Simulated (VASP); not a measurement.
A run of VASP 6.6.1 is set up as follows.

INCAR

```
SYSTEM = Si2Ni
  PREC = Accurate
  ENCUT = 520
  EDIFF = 1E-7
  ISMEAR = 0
  SIGMA = 0.15
  LREAL = .False.
  LASPH = .True.
  NELM = 80
  ALGO = Normal
  ISIF = 2
  LWAVE = .False.
  LCHARG = .True.
  GGA = PE
  LELF = .True.
  LVHAR = .True.
  NBANDS = 16
```

The input KPOINTS:

```
Automatic mesh
0
Gamma
  16 16 16
  0 0 0
```

File POSCAR:

```
Si2Ni
1.0
    0.0000000000      2.8001688144      2.5761553092
    2.8001688144      0.0000000000      2.5761553092
    2.8001688144      2.8001688144      0.0000000000
Si Ni
2 1
Direct
    0.2500000000      0.2500000000      0.2500000000
    0.7500000000      0.7500000000      0.7500000000
    0.0000000000      0.0000000000      0.0000000000
```

Potentials or basis: VASP PAW PBE potentials, release 64 (Si, Ni).

Launch:

```sh
$ cat potpaw_PBE.64/Si/POTCAR potpaw_PBE.64/Ni/POTCAR > POTCAR
$ mpirun -np 1 vasp_std > vasp.out
```

Estimate the band gap on the k mesh.

zero (band 9 reaches 12.11 eV, above the bottom of band 10 at 9.33 eV).

Estimate the pressure.

-0.1 GPa.

Stress tensor (GPa, compression positive):
```
-1.68  0.00  0.00
 0.00 -1.68  0.00
 0.00  0.00  3.07
```

 Spin polarisation is off, so any magnetic state and its effect on volume and gap are missing.
